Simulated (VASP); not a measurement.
Wanted: the native input for a VASP 6.6.1 run.

| Quantity | Value |
| --- | --- |
| Task | single point |
| Functional | PBE |
| Potentials or basis | VASP PAW PBE potentials, release 64 (Ni_sv_GW, Al) |
| Cutoff | 690 eV |
| k mesh | 8 × 8 × 8 |
| Occupations | fermi-dirac, width 0.05 eV |
| Spin | collinear spin, ferromagnetic start |
| Starting moments | [0.5, 0.0] μB |
| Fixed moment | 0.5 μB |
| Dipole correction | no |
| Further INCAR settings | ALGO = Normal; EDIFF = 1e-06; NBANDS = 22 |

The structure of AlNi lies in POSCAR:

```
AlNi
1.0
    2.8810000000      0.0000000000      0.0000000000
    0.0000000000      2.8810000000      0.0000000000
    0.0000000000      0.0000000000      2.8810000000
Ni Al
1 1
Direct
    0.5000000000      0.5000000000      0.5000000000
    0.0000000000      0.0000000000      0.0000000000
```

One way to write it, as run:

INCAR

```
SYSTEM = AlNi
PREC     = Accurate       ! precision mode
ENCUT    = 690            ! plane-wave cutoff, eV
EDIFF    = 1E-6           ! SCF threshold, eV
ISMEAR   = -1             ! smearing method
SIGMA    = 0.05           ! smearing width, eV
LREAL    = .False.        ! projectors in reciprocal space
LASPH    = .True.         ! aspherical terms in the spheres
NELM     = 200            ! most SCF steps
ALGO     = Normal         ! electronic algorithm
ISIF     = 2              ! what is computed and relaxed
LWAVE    = .False.        ! write WAVECAR
LCHARG   = .False.        ! write CHGCAR
ISPIN    = 2              ! spin polarisation
MAGMOM   = 0.5 0          ! initial moments
LORBIT   = 11             ! projections on sites
NUPDOWN  = 0.5            ! fixed moment
LMAXMIX  = 4              ! l up to which the mixer works
GGA      = PE             ! functional
NBANDS   = 22             ! bands
GGA_COMPAT= .False.
```

KPOINTS

```
regular mesh
0
Gamma
  8 8 8
  0 0 0
```

Potentials or basis: VASP PAW PBE potentials, release 64 (Ni_sv_GW, Al).

The run is started by

```sh
$ cat potpaw_PBE.64/Ni_sv_GW/POTCAR potpaw_PBE.64/Al/POTCAR > POTCAR
$ mpirun -np 1 vasp_std > vasp.out
```

Results of the run:

- Pressure: 1.7 GPa
- Net moment: 0.50 μB per cell
- Site moments: Ni +0.38; Al +0.03 μB
- Valence electrons inside the program's atomic spheres: Ni 16.44; Al 0.80

Caveat: the total moment is fixed, so each spin has its own Fermi level and the state may be an excited one.

It took 40 s on 1 thread of AMD EPYC 9R45 96-Core Processor (Zen 5), on a shared host, peak memory 0.18 GiB.
